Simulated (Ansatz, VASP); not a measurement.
# Si4B: VASP beside Ansatz

```
Si B
1.0
     0.00000    4.54818    4.54818
     4.54818    0.00000    4.54818
     4.54818    4.54818    0.00000
Si B
8 2
Cartesian
  6.8220 4.5482 4.5482
  2.2743 4.5482 4.5482
  4.5482 6.8220 4.5482
  4.5482 2.2743 4.5482
  4.5482 4.5482 6.8220
  4.5482 4.5482 2.2743
  0.0000 0.0000 0.0000
  4.5482 4.5482 4.5482
  2.2741 2.2741 2.2741
  6.8223 6.8223 6.8223
```

Alike in both runs: functional PBE; k mesh 3 × 3 × 3; occupations gaussian, width 0.2 eV; no spin polarisation.

Ansatz relaxed the structure, and its values are those at the end. VASP's run is a single point on that final structure, the one shown.

|  | VASP | Ansatz |
| --- | --- | --- |
| version | VASP 6.6.1 | Ansatz 0.2.0 |
| potentials or method | VASP PAW PBE potentials, release 64 (Si, B), cutoff 500 eV | scalar-relativistic, plane waves, PAW |
| valence electrons in the cell | 38 | 38 |

VASP gave:

```
gap on the k mesh at the Fermi level (eV) : none
pressure (GPa)                            : 0.1
```

Q: Which values does Ansatz return?

A: gap on the k mesh at the Fermi level (eV): none; pressure (GPa): 0.2.

A gap of «none» marks a metal or a gap that the smearing closes.

The k mesh is coarse, so the values compare programs but aren't converged.
